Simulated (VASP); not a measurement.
# Cr (Im-3m) in VASP: further runs, part 3 of 3

VASP 6.6.1.

## Step 4: Single point, PBE, collinear spin, ferromagnetic start

Contents of INCAR:

```
PREC     = Accurate       # precision mode
ENCUT    = 520            # plane-wave cutoff, eV
EDIFF    = 1E-7           # SCF threshold, eV
ISMEAR   = -1             # smearing method
SIGMA    = 0.05           # smearing width, eV
LREAL    = False          # projectors in reciprocal space
LASPH    = True           # aspherical terms in the spheres
NELM     = 150            # most SCF steps
ALGO     = Normal         # electronic algorithm
ISIF     = 2              # what is computed and relaxed
LWAVE    = False          # write WAVECAR
LCHARG   = False          # write CHGCAR
ISPIN    = 2              # spin polarisation
MAGMOM   = 1.5            # initial moments
LORBIT   = 11             # projections on sites
LMAXMIX  = 4              # l up to which the mixer works
GGA      = PE             # functional
NBANDS   = 16             # bands
```

Contents of KPOINTS:

```
Automatic mesh
0
Gamma
  12 12 12
```

Contents of POSCAR:

```
Cr
1.0
   -1.4240148648      1.4240148648      1.4240148648
    1.4240148648     -1.4240148648      1.4240148648
    1.4240148648      1.4240148648     -1.4240148648
Cr
1
Direct
    0.0000000000      0.0000000000      0.0000000000
```

Potentials or basis: VASP PAW PBE potentials, release 64 (Cr_pv).

Started as:

```bash
$ cat potpaw_PBE.64/Cr_pv/POTCAR > POTCAR
$ mpirun -np 1 vasp_std > vasp.out
```

OUTCAR:

```text
PREC = Accurate
   ENCUT = 520
   EDIFF = 1E-7
   ISMEAR = -1
   LREAL = False
   LASPH = True
   NELM = 150
   ISIF = 2
   ISPIN = 2
   LORBIT = 11
   GGA = PE

 ion  position               nearest neighbor table
   1  0.000  0.000  0.000-

  LATTYP: Found a body centered cubic cell.
 ALAT       =     2.8480297296

  Lattice vectors:

 A1 = (  -1.4240148648,   1.4240148648,   1.4240148648)
 A2 = (   1.4240148648,  -1.4240148648,   1.4240148648)
 A3 = (   1.4240148648,   1.4240148648,  -1.4240148648)

Analysis of symmetry for initial positions (statically):
=====================================================================
 Subroutine PRICEL returns:
 Original cell was already a primitive cell.

 Routine SETGRP: Setting up the symmetry group for a
 body centered cubic supercell.

 Subroutine GETGRP returns: Found 48 space group operations
 (whereof 48 operations were pure point group operations)
 out of a pool of 48 trial point group operations.

The static configuration has the point symmetry O_h .

Analysis of symmetry for dynamics (positions and initial velocities):
=====================================================================
 Subroutine PRICEL returns:
 Original cell was already a primitive cell.

 Routine SETGRP: Setting up the symmetry group for a
 body centered cubic supercell.

 Subroutine GETGRP returns: Found 48 space group operations
 (whereof 48 operations were pure point group operations)
 out of a pool of 48 trial point group operations.

The dynamic configuration has the point symmetry O_h .

Analysis of structural, dynamic, and magnetic symmetry:
=====================================================================
 Subroutine PRICEL returns:
 Original cell was already a primitive cell.

 Routine SETGRP: Setting up the symmetry group for a
 body centered cubic supercell.

 Subroutine GETGRP returns: Found 48 space group operations
 (whereof 48 operations were pure point group operations)
 out of a pool of 48 trial point group operations.

The overall configuration has the point symmetry O_h .

 Subroutine INISYM returns: Found 48 space group operations
 (whereof 48 operations are pure point group operations),
 and found     1 'primitive' translations

----------------------------------------------------------------------------------------

                                     Primitive cell

  volume of cell :      11.5506

  direct lattice vectors                    reciprocal lattice vectors
    -1.424014865  1.424014865  1.424014865     0.000000000  0.351119930  0.351119930
     1.424014865 -1.424014865  1.424014865     0.351119930  0.000000000  0.351119930
     1.424014865  1.424014865 -1.424014865     0.351119930  0.351119930  0.000000000

  length of vectors
     2.466466097  2.466466097  2.466466097     0.496558567  0.496558567  0.496558567

  position of ions in fractional coordinates (direct lattice)
     0.000000000  0.000000000  0.000000000

  ion indices of the primitive-cell ions
   primitive index   ion index
                 1           1

[... 55 lines left out ...]
   total plane-waves  NPLWV =   5832
   dimension x,y,z NGX =    18 NGY =   18 NGZ =   18
   dimension x,y,z NGXF=    36 NGYF=   36 NGZF=   36
   ions per type =               1
   NGX,Y,Z   is equivalent  to a cutoff of  12.13, 12.13, 12.13 a.u.
   NGXF,Y,Z  is equivalent  to a cutoff of  24.26, 24.26, 24.26 a.u.
 SYSTEM =  unknown system
   PREC   = accura    normal or accurate (medium, high low for compatibility)
   ISTART =      0    job   : 0-new  1-cont  2-samecut
   ICHARG =      2    charge: 1-file 2-atom 10-const
   ISPIN  =      2    spin polarized calculation?
   LNONCOLLINEAR =      F non collinear calculations
   LSORBIT =      F    spin-orbit coupling
   LASPH  =      T    aspherical Exc in radial PAW
   ENCUT  =  520.0 eV  38.22 Ry    6.18 a.u.   4.59  4.59  4.59*2*pi/ulx,y,z
   NELM   =    150;   NELMIN=  2; NELMDL= -5     # of ELM steps
   EDIFF  = 0.1E-06   stopping-criterion for ELM
   LREAL  =      F    real-space projection
   EDIFFG = 0.1E-05   stopping-criterion for IOM
   NSW    =      0    number of steps for IOM
   IBRION =     -1    ionic relax: 0-MD 1-quasi-New 2-CG
   NFREE  =      0    steps in history (QN), initial steepest desc. (CG)
   ISIF   =      2    stress and relaxation
   ISYM   =      2    0-nonsym 1-usesym 2-fastsym
   POTIM  = 0.5000    time-step for ionic-motion
   TEBEG  =    0.0;   TEEND  =   0.0 temperature during run
   PSTRESS=    0.0 pullay stress
   NELECT =      12.0000    total number of electrons
   NUPDOWN=      -1.0000    fix difference up-down
   EMIN   =  10.00;   EMAX   =-10.00  energy-range for DOS
   EFERMI =   0.00;   METHOD = LEGACY
   ISMEAR =    -1;   SIGMA  =   0.05  broadening in eV -4-tet -1-fermi 0-gaus
   EFERMI_NEDOS =   21; number of points for ismear=-14 and -15
   IALGO  =     38    algorithm
   IMIX   =      4    mixing-type and parameters
     AMIX     =   0.40;   BMIX     =  1.00
     AMIX_MAG =   1.60;   BMIX_MAG =  1.00
  volume/ion in A,a.u.               =      11.55        77.95
  Fermi-wavevector in a.u.,A,eV,Ry     =   1.658062  3.133283 37.404716  2.749169
  Thomas-Fermi vector in A             =   2.745707
   LORBIT       =     11    0 simple, 1 ext, 2 COOP (PROOUT), +10 PAW based schemes
   GGA     = PE    functional components
   LHFCALC =     F    Hartree Fock is set to
   AEXX    =    0.0000 exact exchange contribution
   IVDW    =     0    specifies the selected vdW correction
   LEPSILON=     F    determine dielectric tensor
   LRPA    =     F    only Hartree local field effects (RPA)
 spin polarized calculation
  energy-cutoff  :      520.00
  volume of cell :       11.55
 maximum number of plane-waves:       323
   NGX =  9   NGY =  9   NGZ =  9

 number of electron      11.9999994 magnetization      -0.0000498

 number of electron      11.9999994 magnetization       0.0000166

 Free energy of the ion-electron system (eV)
  ---------------------------------------------------
  ext. energy  EPLUGINS =         0.00000000
  ---------------------------------------------------
  free energy    TOTEN  =        -9.52178819 eV

  energy without entropy =       -9.51787926  energy(sigma->0) =       -9.51983372

 E-fermi :  10.9649     XC(G=0): -13.6708

 val. band max:       10.8713552324   @ k =   0.1667   0.0000   0.0000
 cond. band min:      11.0404773005   @ k =  -0.3333   0.3333   0.2500
 fundamental gap:      0.1691220681
 Fermi energy:        10.9649048057

 spin component 1

 k-point     1 :       0.0000    0.0000    0.0000
  band No.  band energies     occupation
      1     -31.7286      1.00000
      2     -31.7286      1.00000
      3     -31.7286      1.00000
      4       3.1164      1.00000
      5      10.0800      1.00000
      6      10.0800      1.00000
[... 435 lines left out ...]
      5       8.4562      1.00000
      6      10.8066      0.95957
[... 8 lines left out ...]
     15      42.8754      0.00000
     16      43.3928      0.00000

 [... further k-points ...]

 spin component 2

 k-point     1 :       0.0000    0.0000    0.0000
  band No.  band energies     occupation
      1     -31.7286      1.00000
      2     -31.7286      1.00000
      3     -31.7286      1.00000
      4       3.1164      1.00000
      5      10.0800      1.00000
      6      10.0800      1.00000
[... 435 lines left out ...]
      5       8.4562      1.00000
      6      10.8066      0.95956
[... 8 lines left out ...]
     15      42.8754      0.00000
     16      43.3928      0.00000

 [... further k-points ...]

------------------------ aborting loop because EDIFF is reached ----------------------------------------

  FORCE on cell =-STRESS in cart. coord.  units (eV):
  Direction    XX          YY          ZZ          XY          YZ          ZX
  --------------------------------------------------------------------------------------
  -------------------------------------------------------------------------------------
  Total       -0.0633455     -0.0633455     -0.0633455      0.0000000      0.0000000      0.0000000
  in kB       -8.7866435     -8.7866435     -8.7866435      0.0000000      0.0000000      0.0000000
  external PRESSURE =      -8.7866435 kB  Pullay stress =       0.0000000 kB

 VOLUME and BASIS-vectors are now :
 -----------------------------------------------------------------------------
  energy-cutoff  :      520.00
  volume of cell :       11.55
      direct lattice vectors                 reciprocal lattice vectors
    -1.424014865  1.424014865  1.424014865     0.000000000  0.351119930  0.351119930
     1.424014865 -1.424014865  1.424014865     0.351119930  0.000000000  0.351119930
     1.424014865  1.424014865 -1.424014865     0.351119930  0.351119930  0.000000000

 POSITION                                       TOTAL-FORCE (eV/Angst)
 -----------------------------------------------------------------------------------
      0.00000      0.00000      0.00000         0.000000     -0.000000      0.000000
 -----------------------------------------------------------------------------------
    total drift:                                0.000000      0.000000     -0.000000

  FREE ENERGIE OF THE ION-ELECTRON SYSTEM (eV)
  ---------------------------------------------------
  free  energy   TOTEN  =        -9.5217881854 eV

  energy  without entropy=       -9.5178792556  energy(sigma->0) =       -9.51983372

 total charge

# of ion       s       p       d       tot
------------------------------------------
    1        0.440   6.401   4.220  11.061

 magnetization (x)

# of ion       s       p       d       tot
------------------------------------------
    1       -0.000   0.000   0.000   0.000
```

Wall time 18 s (1 thread of Intel Xeon 6975P-C, shared host); peak memory 0.14 GiB.

Results:

```
Free energy                                           : -9.5218 eV
Pressure                                              : -0.9 GPa
Band gap on the k mesh                                : zero (filled and empty bands overlap)
Net moment                                            : 0.00 μB per cell
Valence electrons inside the program's atomic spheres : Cr 11.06
```

Caveat: the starting moments collapsed, and a magnetic state may lie lower.

## Step 5: Single point, PBE

Contents of INCAR:

```
SYSTEM = Cr
PREC = Accurate ; ENCUT = 520
EDIFF = 1E-7 ; ISMEAR = -1
SIGMA = 0.1 ; LREAL = .FALSE.
LASPH = .TRUE. ; NELM = 80
ALGO = Normal ; ISIF = 2
LWAVE = .FALSE. ; LCHARG = .TRUE.
GGA = PE ; LELF = .TRUE.
LVHAR = .TRUE. ; NBANDS = 12
```

Contents of KPOINTS:

```
Automatic mesh
0
G
  25 25 25
  0 0 0
```

Contents of POSCAR:

```
Cr
1.0
   -1.4243177237      1.4243177237      1.4243177237
    1.4243177237     -1.4243177237      1.4243177237
    1.4243177237      1.4243177237     -1.4243177237
Cr
1
Direct
    0.0000000000      0.0000000000      0.0000000000
```

Started as:

```bash
$ cat potpaw_PBE.64/Cr_pv/POTCAR > POTCAR
$ mpirun -np 1 vasp_std > vasp.out
```

Wall time 31 s (1 thread of Intel Xeon 6975P-C, shared host); peak memory 0.17 GiB.

It converged, with:

```
Free energy            : -9.5274 eV
Pressure               : -0.5 GPa
Band gap on the k mesh : zero (band 6 reaches 13.36 eV, above the bottom of band 7 at 10.06 eV)
```

Levels at points of the mesh, in eV from the Fermi level:
| k point | band 2 | band 3 | band 4 | band 5 | band 6 | band 7 | band 8 | band 9 | band 10 | band 11 |
| --- | --- | --- | --- | --- | --- | --- | --- | --- | --- | --- |
| (0.00, 0.00, 0.00) | -42.73 | -42.73 | -7.86 | -0.91 | -0.91 | -0.91 | 1.14 | 1.14 | 7.11 | 22.29 |

Caveat: the run has no spin polarisation, though such a crystal can be magnetic.
